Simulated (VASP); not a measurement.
A run of VASP 6.6.1 is set up as follows.

The input INCAR:

```
SYSTEM = V
  PREC = Accurate
  ENCUT = 520
  EDIFF = 1E-7
  ISMEAR = -1
  SIGMA = 0.08
  LREAL = .False.
  LASPH = .True.
  NELM = 150
  ALGO = Normal
  ISIF = 2
  LWAVE = .False.
  LCHARG = .True.
  ISPIN = 2
  MAGMOM = 1.4
  LORBIT = 11
  NUPDOWN = 1.4
  LMAXMIX = 4
  LELF = .True.
  LVHAR = .True.
  NBANDS = 16
```

Contents of KPOINTS:

```
Automatic mesh
0
Gamma
  15 15 15
  0 0 0
```

File POSCAR:

```
V
1.0
   -1.5143500000      1.5143500000      1.5143500000
    1.5143500000     -1.5143500000      1.5143500000
    1.5143500000      1.5143500000     -1.5143500000
V
1
Direct
    0.0000000000      0.0000000000      0.0000000000
```

Potentials or basis: VASP PAW LDA potentials, release 64 (V_sv).

The run is started by

```bash
$ cat potpaw_LDA.64/V_sv/POTCAR > POTCAR
$ mpirun -np 1 vasp_std > vasp.out
```

(1) Predict the pressure.

Results:

(1) -7.4 GPa.

Caveat: the total moment is fixed, so each spin has its own Fermi level.
